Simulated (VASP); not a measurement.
A run of VASP 6.6.1 is set up as follows.

The input INCAR:

```
PREC     = Accurate       # precision mode
ENCUT    = 520            # plane-wave cutoff, eV
EDIFF    = 1E-6           # SCF threshold, eV
ISMEAR   = 0              # smearing method
SIGMA    = 0.02           # smearing width, eV
LREAL    = Auto         
LASPH    = T              # aspherical terms in the spheres
NELM     = 100            # most SCF steps
ALGO     = Normal         # electronic algorithm
ISIF     = 2              # what is computed and relaxed
LWAVE    = F              # write WAVECAR
LCHARG   = F              # write CHGCAR
GGA      = PS             # functional
NBANDS   = 61             # bands
```

The input KPOINTS:

```
regular mesh
0
Gamma
  6 6 6
```

File POSCAR:

```
Mg5Cd3O8
1.0
   -4.4039674661     -4.4039674662      0.0000000000
   -4.4039674661      0.0000000000     -4.4039674662
    0.0280857579     -4.4320532240     -4.4320532240
Cd Mg O
3 5 8
Direct
    0.5000000000      0.5000000000      0.5000000000
    0.0000000000      0.5000000000      0.5000000000
    0.5000000000      0.0000000000      0.5000000000
    0.0000000000      0.0000000000      0.5000000000
    0.5000000000      0.5000000000      0.0000000000
    0.0000000000      0.5000000000      0.0000000000
    0.5000000000      0.0000000000      0.0000000000
    0.0000000000      0.0000000000      0.0000000000
    0.2501692103      0.2501692103      0.2298403435
    0.7698212359      0.2501692103      0.2298403435
    0.2501692103      0.7698212359      0.2298403435
    0.7610907024      0.7610907024      0.2167278928
    0.2389092976      0.2389092976      0.7832721072
    0.7498307897      0.2301787641      0.7701596565
    0.2301787641      0.7498307897      0.7701596565
    0.7498307897      0.7498307897      0.7701596565
```

Potentials or basis: VASP PAW PBE potentials, release 64 (Cd, Mg, O).

Launch:

```bash
$ cat potpaw_PBE.64/Cd/POTCAR potpaw_PBE.64/Mg/POTCAR potpaw_PBE.64/O/POTCAR > POTCAR
$ mpirun -np 1 vasp_std > vasp.out
```

(1) What does it give for the band gap on the k mesh?

(2) Predict the largest force.

Answers

(1) 1.77 eV, direct.

(2) 0.130 eV/Å.

Caveat: the PAW data sets were made with another functional, which shifts forces and pressure a little.
